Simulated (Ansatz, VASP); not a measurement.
## Two plane-wave programs on SbP

```
Sb P
1.0
     3.73341    0.00000    0.00000
    -1.86670    3.23322    0.00000
     0.00000    0.00000   26.83690
Sb P
1 1
Cartesian
  1.8667 1.0777 8.7146
  0.0000 2.1555 7.2854
```

Alike in both runs: functional PBE; k mesh 6 × 6 × 1; occupations gaussian, width 0.1 eV; no spin polarisation.

Ansatz relaxed the structure, and its values are those at the end. VASP's run is a single point on that final structure, the one shown.

```csv
,VASP,Ansatz
version,VASP 6.6.1,Ansatz 0.2.0
potentials or method,"VASP PAW PBE potentials, release 64 (Sb, P), cutoff 520 eV","scalar-relativistic, plane waves, PAW"
valence electrons in the cell,10,20
```

|  | VASP | Ansatz | Ansatz less VASP |
| --- | --- | --- | --- |
| gap on the k mesh at the Fermi level (eV) | 1.76 | 1.75 | -0.008 |
| least direct gap on the mesh (eV) | 2.17 | 2.18 | +0.013 |
| rms of the force components (eV/Å) | 0.044 | 0.016 | -0.0286 |

VASP's potentials hold 10 valence electrons a cell and Ansatz's 20, so a difference there can come from the potentials and not from the codes. Ansatz's warnings: slab cell height set, structure snapped to symmetry.

Spin-orbit coupling is off throughout.
